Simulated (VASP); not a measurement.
# AlN (P2_1) in VASP: notebook

Runs on AlN. Level: PBEsol. Tasks: single point.

Program: VASP 6.6.1. These are calculated values, not measurements. Logs are shortened: lines on timing, memory, paths and dates and some standing lists are left out, and cuts for length are marked.

### Step 1. The cell of the first run

It takes space group P2_1 (No. 4, monoclinic). The conventional cell has a = 3.114 Å, b = 4.983 Å, c = 3.114 Å, α = 90.00°, β = 120.00°, γ = 90.00°. Within 2.5 Å of Al (site symmetry 1) lie 4 N at 1.88 to 1.91 Å. N (site symmetry 1) has 4 Al at 1.88 to 1.91 Å within 2.5 Å.

### Step 2. Single point, PBEsol (atoms displaced along a vibrational mode)

INCAR reads:

```
SYSTEM = AlN
PREC     = Accurate       ! precision mode
ENCUT    = 600            ! plane-wave cutoff, eV
EDIFF    = 1E-6           ! SCF threshold, eV
ISMEAR   = 0              ! smearing method
SIGMA    = 0.05           ! smearing width, eV
LREAL    = .False.        ! projectors in reciprocal space
LASPH    = .True.         ! aspherical terms in the spheres
NELM     = 120            ! most SCF steps
ALGO     = Normal         ! electronic algorithm
ISIF     = 2              ! what is computed and relaxed
LWAVE    = .False.        ! write WAVECAR
LCHARG   = .False.        ! write CHGCAR
GGA      = PS             ! functional
NBANDS   = 26             ! bands
GGA_COMPAT= .False.
```

KPOINTS reads:

```
Automatic mesh
0
Gamma
  8 8 8
  0 0 0
```

POSCAR reads:

```
AlN
1.0
   -3.1136926464      0.0000000000      0.0000000000
    0.0000000000      5.3930738627      0.0000000000
    1.5568463232     -2.6965369313     -4.9834165464
Al N
4 4
Direct
    0.9655239438      0.3325792953      0.9984919239
    0.4655239438      0.8325792953      0.9984919239
    0.2829679801      0.9159126286      0.4984919239
    0.7829679801      0.4159126286      0.4984919239
    0.8383861604      0.1415873714      0.6165080761
    0.3383861604      0.6415873714      0.6165080761
    0.0281219157      0.7249207047      0.1165080761
    0.5281219157      0.2249207047      0.1165080761
```

Potentials or basis: VASP PAW PBE potentials, release 64 (Al, N).

The run is started by

```bash
cat potpaw_PBE.64/Al/POTCAR potpaw_PBE.64/N/POTCAR > POTCAR
mpirun -np 1 vasp_std > vasp.out
```

OUTCAR:

```text
SYSTEM = AlN
   PREC = Accurate
   ENCUT = 600
   EDIFF = 1E-6
   ISMEAR = 0
   LREAL = .False.
   LASPH = .True.
   NELM = 120
   ISIF = 2
   GGA = PS

 ion  position               nearest neighbor table
   1  0.966  0.333  0.998-   8 1.88   7 1.89   8 1.90   5 1.91   4 2.97   3 2.97   4 3.08   3 3.08
                             2 3.11   2 3.11   2 3.11   2 3.11   4 3.18   3 3.18
   2  0.466  0.833  0.998-   7 1.88   8 1.89   7 1.90   6 1.91   3 2.97   4 2.97   3 3.08   4 3.08
                             1 3.11   1 3.11   1 3.11   1 3.11   3 3.18   4 3.18
   3  0.283  0.916  0.498-   5 1.88   6 1.89   5 1.90   7 1.91   2 2.97   1 2.97   2 3.08   1 3.08
                             4 3.11   4 3.11   4 3.11   4 3.11   2 3.18   1 3.18
   4  0.783  0.416  0.498-   6 1.88   5 1.89   6 1.90   8 1.91   1 2.97   2 2.97   1 3.08   2 3.08
                             3 3.11   3 3.11   3 3.11   3 3.11   1 3.18   2 3.18
   5  0.838  0.142  0.617-   3 1.88   4 1.89   3 1.90   1 1.91
   6  0.338  0.642  0.617-   4 1.88   3 1.89   4 1.90   2 1.91
   7  0.028  0.725  0.117-   2 1.88   1 1.89   2 1.90   3 1.91
   8  0.528  0.225  0.117-   1 1.88   2 1.89   1 1.90   4 1.91

  LATTYP: Found a body centered orthorhombic cell.
 ALAT       =     3.1136926464
 B/A-ratio  =     1.7320508076
 C/A-ratio  =     3.2009688253

  Lattice vectors:

 A1 = (  -1.5568463232,   2.6965369313,   4.9834165464)
 A2 = (   1.5568463232,  -2.6965369314,   4.9834165464)
 A3 = (   1.5568463232,   2.6965369314,  -4.9834165464)

Analysis of symmetry for initial positions (statically):
=====================================================================
 Subroutine PRICEL returns following result:

  LATTYP: Found a hexagonal cell.
 ALAT       =     3.1136926464
 C/A-ratio  =     1.6004844127

  Lattice vectors:

 A1 = (   3.1136926464,   0.0000000000,   0.0000000000)
 A2 = (  -1.5568463232,  -2.6965369314,   0.0000000000)
 A3 = (   0.0000000000,   0.0000000000,  -4.9834165464)

   2 primitive cells build up your supercell.

 Routine SETGRP: Setting up the symmetry group for a
 body centered orthorhombic supercell.

 Subroutine GETGRP returns: Found  2 space group operations
 (whereof  1 operations were pure point group operations)
 out of a pool of  8 trial point group operations.

The static configuration has the point symmetry C_1 .
 The point group associated with its full space group is C_2 .

Analysis of symmetry for dynamics (positions and initial velocities):
=====================================================================
 Subroutine PRICEL returns following result:

  LATTYP: Found a hexagonal cell.
 ALAT       =     3.1136926464
 C/A-ratio  =     1.6004844127

  Lattice vectors:

 A1 = (   3.1136926464,   0.0000000000,   0.0000000000)
 A2 = (  -1.5568463232,  -2.6965369314,   0.0000000000)
 A3 = (   0.0000000000,   0.0000000000,  -4.9834165464)

   2 primitive cells build up your supercell.

 Routine SETGRP: Setting up the symmetry group for a
 body centered orthorhombic supercell.

 Subroutine GETGRP returns: Found  2 space group operations
 (whereof  1 operations were pure point group operations)
 out of a pool of  8 trial point group operations.

The dynamic configuration has the point symmetry C_1 .
 The point group associated with its full space group is C_2 .

 Subroutine INISYM returns: Found  2 space group operations
 (whereof  1 operations are pure point group operations),
 and found     2 'primitive' translations

----------------------------------------------------------------------------------------

                                     Primitive cell

  volume of cell :      41.8417

  direct lattice vectors                    reciprocal lattice vectors
     3.113692646  0.000000000  0.000000000     0.321162078 -0.185423012 -0.000000000
    -1.556846323 -2.696536931  0.000000000     0.000000000 -0.370846024 -0.000000000
     0.000000000  0.000000000 -4.983416546     0.000000000  0.000000000 -0.200665546

  length of vectors
     3.113692646  3.113692646  4.983416546     0.370846024  0.370846024  0.200665546

  position of ions in fractional coordinates (direct lattice)
     0.700388685  0.333333333  0.998491924
     0.299611315  0.666666667  0.498491924
     0.636534544  0.333333333  0.616508076
     0.363465456  0.666666667  0.116508076

  ion indices of the primitive-cell ions
   primitive index   ion index
                 1           1
                 2           4
                 3           5
                 4           7

----------------------------------------------------------------------------------------

 KPOINTS: Automatic mesh

Automatic generation of k-mesh.
 Grid dimensions read from file:
 generate k-points for:    8    8    8

 Generating k-lattice:

  Cartesian coordinates                     Fractional coordinates (reciprocal lattice)
    -0.040145260  0.000000000 -0.012541597     0.125000000  0.000000000  0.000000000
     0.000000000  0.023177877 -0.012541597     0.000000000  0.125000000  0.000000000
     0.000000000  0.000000000 -0.025083193     0.000000000  0.000000000  0.125000000

  Length of vectors
     0.042058691  0.026353474  0.025083193

  Shift w.r.t. Gamma in fractional coordinates (k-lattice)
     0.000000000  0.000000000  0.000000000

 Subroutine IBZKPT returns following result:
 ===========================================

 Found    150 irreducible k-points:

 Following reciprocal coordinates:
            Coordinates               Weight
  0.000000  0.000000  0.000000      1.000000
  0.125000  0.000000  0.000000      4.000000
  0.250000  0.000000  0.000000      4.000000
  0.375000  0.000000  0.000000      4.000000
  0.500000  0.000000  0.000000      2.000000
  0.000000  0.125000  0.000000      4.000000
[... 16 lines left out ...]
  0.125000 -0.250000 -0.125000      4.000000
  0.250000  0.250000  0.000000      4.000000
 [... further k-points ...]
   k-points           NKPTS =    150   k-points in BZ     NKDIM =    150   number of bands    NBANDS=     26
   number of dos      NEDOS =    301   number of ions     NIONS =      8
   total plane-waves  NPLWV =  64512
   dimension x,y,z NGX =    28 NGY =   48 NGZ =   48
   dimension x,y,z NGXF=    56 NGYF=   96 NGZF=   96
   ions per type =               4   4
   NGX,Y,Z   is equivalent  to a cutoff of  14.95, 14.80, 13.58 a.u.
   NGXF,Y,Z  is equivalent  to a cutoff of  29.90, 29.59, 27.16 a.u.
 SYSTEM =  AlN
   PREC   = accura    normal or accurate (medium, high low for compatibility)
   ISTART =      0    job   : 0-new  1-cont  2-samecut
   ICHARG =      2    charge: 1-file 2-atom 10-const
   ISPIN  =      1    spin polarized calculation?
   LNONCOLLINEAR =      F non collinear calculations
   LSORBIT =      F    spin-orbit coupling
   LASPH  =      T    aspherical Exc in radial PAW
   ENCUT  =  600.0 eV  44.10 Ry    6.64 a.u.   6.22 10.77 11.74*2*pi/ulx,y,z
   NELM   =    120;   NELMIN=  2; NELMDL= -5     # of ELM steps
   EDIFF  = 0.1E-05   stopping-criterion for ELM
   LREAL  =      F    real-space projection
   EDIFFG = 0.1E-04   stopping-criterion for IOM
   NSW    =      0    number of steps for IOM
   IBRION =     -1    ionic relax: 0-MD 1-quasi-New 2-CG
   NFREE  =      0    steps in history (QN), initial steepest desc. (CG)
   ISIF   =      2    stress and relaxation
   ISYM   =      2    0-nonsym 1-usesym 2-fastsym
   POTIM  = 0.5000    time-step for ionic-motion
   TEBEG  =    0.0;   TEEND  =   0.0 temperature during run
   PSTRESS=    0.0 pullay stress
   NELECT =      32.0000    total number of electrons
   NUPDOWN=      -1.0000    fix difference up-down
   EMIN   =  10.00;   EMAX   =-10.00  energy-range for DOS
   EFERMI =   0.00;   METHOD = LEGACY
   ISMEAR =     0;   SIGMA  =   0.05  broadening in eV -4-tet -1-fermi 0-gaus
   EFERMI_NEDOS =   21; number of points for ismear=-14 and -15
   IALGO  =     38    algorithm
   IMIX   =      4    mixing-type and parameters
     AMIX     =   0.40;   BMIX     =  1.00
     AMIX_MAG =   1.60;   BMIX_MAG =  1.00
  volume/ion in A,a.u.               =      10.46        70.59
  Fermi-wavevector in a.u.,A,eV,Ry     =   1.188261  2.245487 19.210929  1.411963
  Thomas-Fermi vector in A             =   2.324394
   LORBIT       =      0    0 simple, 1 ext, 2 COOP (PROOUT), +10 PAW based schemes
   GGA     = PS    functional components
   LHFCALC =     F    Hartree Fock is set to
   AEXX    =    0.0000 exact exchange contribution
   IVDW    =     0    specifies the selected vdW correction
   LEPSILON=     F    determine dielectric tensor
   LRPA    =     F    only Hartree local field effects (RPA)
 non-spin polarized calculation
 Gauss-broadening in eV      SIGMA  =   0.05
  energy-cutoff  :      600.00
  volume of cell :       83.68
 maximum number of plane-waves:      2820
 NGX is ok and might be reduce to    28
   NGX = 13   NGY = 21   NGZ = 23

 number of electron      31.9999998 magnetization

 Free energy of the ion-electron system (eV)
  ---------------------------------------------------
  ext. energy  EPLUGINS =         0.00000000
  ---------------------------------------------------
  free energy    TOTEN  =       -62.45987106 eV

  energy without entropy =      -62.45987106  energy(sigma->0) =      -62.45987106

 E-fermi :   6.3657     XC(G=0): -11.1050

 val. band max:        6.1268497994   @ k =   0.0000   0.0000   0.0000
 cond. band min:      10.1106414306   @ k =   0.0000   0.0000   0.0000
 fundamental gap:      3.9837916312
 Fermi energy:         6.3656598873

 k-point     1 :       0.0000    0.0000    0.0000
  band No.  band energies     occupation
      1      -9.1010      2.00000
      2      -6.9153      2.00000
      3      -6.7233      2.00000
      4      -6.7233      2.00000
      5       0.0164      2.00000
      6       0.4074      2.00000
[... 18 lines left out ...]
     25      17.5454      0.00000
     26      17.5457      0.00000

 k-point     2 :       0.1250    0.0000    0.0000
  band No.  band energies     occupation
      1      -8.9356      2.00000
      2      -6.8603      2.00000
      3      -6.7319      2.00000
      4      -6.6054      2.00000
      5       0.2458      2.00000
      6       0.4854      2.00000
[... 18 lines left out ...]
     25      16.6617      0.00000
     26      17.3657      0.00000

 k-point     3 :       0.2500    0.0000    0.0000
  band No.  band energies     occupation
      1      -8.4656      2.00000
      2      -6.7123      2.00000
      3      -6.6288      2.00000
      4      -6.4865      2.00000
      5       0.8517      2.00000
      6       0.9432      2.00000
[... 18 lines left out ...]
     25      17.3663      0.00000
     26      17.4099      0.00000

 k-point     4 :       0.3750    0.0000    0.0000
  band No.  band energies     occupation
      1      -7.7821      2.00000
      2      -6.6134      2.00000
      3      -6.5332      2.00000
      4      -6.4636      2.00000
      5       1.2134      2.00000
      6       1.3362      2.00000
[... 18 lines left out ...]
     25      16.9540      0.00000
     26      17.5988      0.00000
[... 496 lines left out ...]
      1      -8.6281      2.00000
      2      -7.2347      2.00000
      3      -6.9585      2.00000
      4      -6.6045      2.00000
      5       0.8177      2.00000
      6       0.8531      2.00000
[... 18 lines left out ...]
     25      16.5960      0.00000
     26      17.5699      0.00000

 k-point    23 :       0.1250   -0.2500   -0.1250
  band No.  band energies     occupation
      1      -8.6240      2.00000
      2      -7.2465      2.00000
      3      -6.9686      2.00000
      4      -6.5873      2.00000
      5       0.8133      2.00000
      6       0.8737      2.00000
[... 18 lines left out ...]
     25      16.6397      0.00000
     26      17.5811      0.00000

 k-point    24 :       0.2500    0.2500    0.0000
  band No.  band energies     occupation
      1      -8.1367      2.00000
      2      -7.0512      2.00000
      3      -6.8644      2.00000
      4      -6.4629      2.00000
      5       1.2100      2.00000
      6       1.2783      2.00000
[... 18 lines left out ...]
     25      17.2968      0.00000
     26      17.3284      0.00000

 [... further k-points ...]

------------------------ aborting loop because EDIFF is reached ----------------------------------------

  FORCE on cell =-STRESS in cart. coord.  units (eV):
  Direction    XX          YY          ZZ          XY          YZ          ZX
  --------------------------------------------------------------------------------------
  -------------------------------------------------------------------------------------
  Total       -0.5913508     -0.0302447     -0.0460551      0.2042428      0.0000000      0.0000000
  in kB      -11.3218258     -0.5790558     -0.8817563      3.9103708      0.0000000      0.0000000
  external PRESSURE =      -4.2608793 kB  Pullay stress =       0.0000000 kB

 VOLUME and BASIS-vectors are now :
 -----------------------------------------------------------------------------
  energy-cutoff  :      600.00
  volume of cell :       83.68
      direct lattice vectors                 reciprocal lattice vectors
    -3.113692646  0.000000000  0.000000000    -0.321162078  0.000000000 -0.100332773
     0.000000000  5.393073863  0.000000000     0.000000000  0.185423012 -0.100332773
     1.556846323 -2.696536931 -4.983416546     0.000000000  0.000000000 -0.200665546

 POSITION                                       TOTAL-FORCE (eV/Angst)
 -----------------------------------------------------------------------------------
     -1.45185     -0.89885     -4.97590        -0.575586      0.050644      0.074217
      0.10500      1.79769     -4.97590        -0.575586      0.050644      0.074217
     -0.10500      3.59538     -2.48419         0.575586     -0.050644      0.074217
     -1.66185      0.89885     -2.48419         0.575586     -0.050644      0.074217
     -1.65067     -0.89885     -3.07232         0.269774      0.021209     -0.074217
     -0.09382      1.79769     -3.07232         0.269774      0.021209     -0.074217
      0.09382      3.59538     -0.58061        -0.269774     -0.021209     -0.074217
     -1.46302      0.89885     -0.58061        -0.269774     -0.021209     -0.074217
 -----------------------------------------------------------------------------------
    total drift:                               -0.000004      0.000001      0.000703

  FREE ENERGIE OF THE ION-ELECTRON SYSTEM (eV)
  ---------------------------------------------------
  free  energy   TOTEN  =       -62.4598710562 eV

  energy  without entropy=      -62.4598710562  energy(sigma->0) =      -62.45987106
```

Run time: 12 min. Hardware: 1 thread of Intel Xeon 8259CL, shared host; peak memory 0.45 GiB.

What came out:

- Free energy: -62.4599 eV
- Pressure: -0.4 GPa
- Largest force: 0.583 eV/Å
- Band gap on the k mesh: 3.98 eV

Forces on the atoms (eV/Å):
```
Al  -0.576  0.051  0.074
Al  -0.576  0.051  0.074
Al   0.576 -0.051  0.074
Al   0.576 -0.051  0.074
N    0.270  0.021 -0.074
N    0.270  0.021 -0.074
N   -0.270 -0.021 -0.074
N   -0.270 -0.021 -0.074
```

Levels at points of the mesh, in eV from the valence-band top:
```
           k point  band 13  band 14  band 15  band 16  band 17  band 18  band 19  band 20
(0.00, 0.00, 0.00)    -0.89    -0.46    -0.15     0.00     3.98     5.04     5.04     6.46
(0.50, 0.00, 0.00)    -2.14    -2.14    -0.90    -0.90     5.89     5.89     7.09     7.09
(0.00, 0.50, 0.00)    -0.79    -0.79    -0.58    -0.58     5.80     5.80     7.11     7.11
(0.50, 0.50, 0.00)    -1.64    -1.44    -1.44    -0.83     5.22     5.22     5.44     6.14
(0.50, 0.50, 0.50)    -1.49    -1.24    -1.24    -0.73     4.94     4.94     5.02     5.75
(0.00, 0.00, 0.50)    -0.67    -0.67    -0.58    -0.58     5.60     5.62     6.23     6.23
```

Caveat: the cell differs from its parent crystal (atoms displaced along a vibrational mode); the PAW data sets were made with another functional, which shifts forces and pressure a little. A k mesh can miss the band edges.

### Step 3. Single point, PBEsol (atoms displaced along a vibrational mode)

INCAR reads:

```
  PREC = Accurate
  ENCUT = 600
  EDIFF = 1E-6
  ISMEAR = 0
  SIGMA = 0.05
  LREAL = False
  LASPH = True
  NELM = 120
  ALGO = Normal
  ISIF = 2
  LWAVE = False
  LCHARG = False
  GGA = PS
  NBANDS = 26
  GGA_COMPAT = False
```

KPOINTS reads:

```
regular mesh
0
Gamma
  8 8 8
```

POSCAR reads:

```
AlN
1.0
   -3.1136926464      0.0000000000      0.0000000000
    0.0000000000      5.3930738627      0.0000000000
    1.5568463232     -2.6965369313     -4.9834165464
Al N
4 4
Direct
    0.9751588061      0.3325792953      0.9984919239
    0.4751588061      0.8325792953      0.9984919239
    0.2733331178      0.9159126286      0.4984919239
    0.7733331178      0.4159126286      0.4984919239
    0.8297769826      0.1415873714      0.6165080761
    0.3297769826      0.6415873714      0.6165080761
    0.0367310935      0.7249207047      0.1165080761
    0.5367310935      0.2249207047      0.1165080761
```

Potentials or basis: VASP PAW PBE potentials, release 64 (Al, N).

The run is started by

```bash
cat potpaw_PBE.64/Al/POTCAR potpaw_PBE.64/N/POTCAR > POTCAR
mpirun -np 1 vasp_std > vasp.out
```

It took 7.6 min on 1 thread of Intel Xeon 8259CL, shared host; peak memory 0.44 GiB.

It converged, with:

```yaml
Free_energy: -62.5439 eV
Pressure: -0.3 GPa
Largest_force: 0.415 eV/Å
Band_gap_on_the_k_mesh: 4.05 eV
```

Forces in eV/Å, atoms in the order of the input:
```
Al  -0.412  0.026  0.038
Al  -0.412  0.026  0.038
Al   0.412 -0.026  0.038
Al   0.412 -0.026  0.038
N    0.192  0.011 -0.038
N    0.192  0.011 -0.038
N   -0.192 -0.011 -0.038
N   -0.192 -0.011 -0.038
```

Stress tensor (GPa, compression positive):
```
-0.64  0.27  0.00
 0.27 -0.10  0.00
 0.00  0.00 -0.12
```

Levels at points of the mesh, in eV from the valence-band top:
```tsv
k point	band 13	band 14	band 15	band 16	band 17	band 18	band 19	band 20
(0.00, 0.00, 0.00)	-0.88	-0.38	-0.15	0.00	4.05	5.10	5.10	6.50
(0.50, 0.00, 0.00)	-2.11	-2.11	-0.90	-0.90	5.96	5.96	7.12	7.12
(0.00, 0.50, 0.00)	-0.73	-0.73	-0.59	-0.59	5.85	5.85	7.19	7.19
(0.50, 0.50, 0.00)	-1.57	-1.43	-1.43	-0.78	5.23	5.23	5.52	6.03
(0.50, 0.50, 0.50)	-1.56	-1.28	-1.28	-0.71	5.02	5.02	5.22	5.74
(0.00, 0.00, 0.50)	-0.62	-0.62	-0.56	-0.56	5.63	5.64	6.30	6.30
```

Caveat: the cell differs from its parent crystal (atoms displaced along a vibrational mode); the PAW data sets were made with another functional, which shifts forces and pressure a little.
